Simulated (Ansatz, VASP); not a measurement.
One calculation of Sc4Al, two programs

```
CELL_PARAMETERS angstrom
-3.53455 3.53455 2.23650
3.53455 -3.53455 2.23650
3.53455 3.53455 -2.23650
ATOMIC_POSITIONS crystal
Sc 0.80086 0.39155 0.19241
Sc 0.39155 0.19914 0.59069
Sc 0.60845 0.80086 0.40930
Sc 0.19914 0.60845 0.80759
Al 0.00000 0.00000 0.00000
```

Alike in both runs: task single point; functional PBE; k mesh 4 × 4 × 4; occupations gaussian, width 0.1 eV; no spin polarisation.

|  | VASP | Ansatz |
| --- | --- | --- |
| version | VASP 6.6.1 | Ansatz 0.2.0 |
| potentials or method | VASP PAW PBE potentials, release 64 (Sc_sv, Al), cutoff 520 eV | scalar-relativistic, plane waves, PAW |
| valence electrons in the cell | 47 | 47 |

Ansatz gave:

* gap on the k mesh at the Fermi level (eV): none
* pressure (GPa): 0.0
* traceless stress, the component that is largest in VASP (GPa): 0.10

Problem. What did VASP give for the same quantities?

Solution. gap on the k mesh at the Fermi level (eV): none; pressure (GPa): 0.0; traceless stress, the component that is largest in VASP (GPa): 0.11.

A gap of «none» marks a metal or a gap that the smearing closes. The functional is the same, so the differences come from potentials, cutoffs and numerics.

The k mesh is coarse, so the values compare programs but aren't converged.
